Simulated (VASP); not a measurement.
A run of VASP 6.6.1:

The input INCAR:

```
PREC = Accurate
ENCUT = 520
EDIFF = 1E-6
ISMEAR = 0
SIGMA = 0.01
LREAL = F
LASPH = T
NELM = 60
ALGO = Normal
ISIF = 2
LWAVE = F
LCHARG = F
GGA = PE
NBANDS = 20
```

Contents of KPOINTS:

```
Automatic mesh
0
Gamma
  6 6 4
```

File POSCAR:

```
SnSe2
1.0
    3.8110000000      0.0000000000      0.0000000000
   -1.9055000000      3.3004228100      0.0000000000
    0.0000000000      0.0000000000      6.1360000000
Sn Se
1 2
Direct
    0.0000000000      0.0000000000      0.0000000000
    0.3333333343      0.6666666687      0.2490000000
    0.6666666672      0.3333333343      0.7510000000
```

Potentials or basis: VASP PAW PBE potentials, release 64 (Sn_d, Se).

The run is started by

```bash
$ cat potpaw_PBE.64/Sn_d/POTCAR potpaw_PBE.64/Se/POTCAR > POTCAR
$ mpirun -np 1 vasp_std > vasp.out
```

Hardware: 1 thread of Intel(R) Xeon(R) Platinum 8488C (Sapphire Rapids), on a shared host.

Question: How long does it take, and how much memory?

Answer: It took 26 s on 1 thread of Intel(R) Xeon(R) Platinum 8488C (Sapphire Rapids) (shared host), peak memory 0.2 GiB. Counts: scf iterations 12, k points 24.
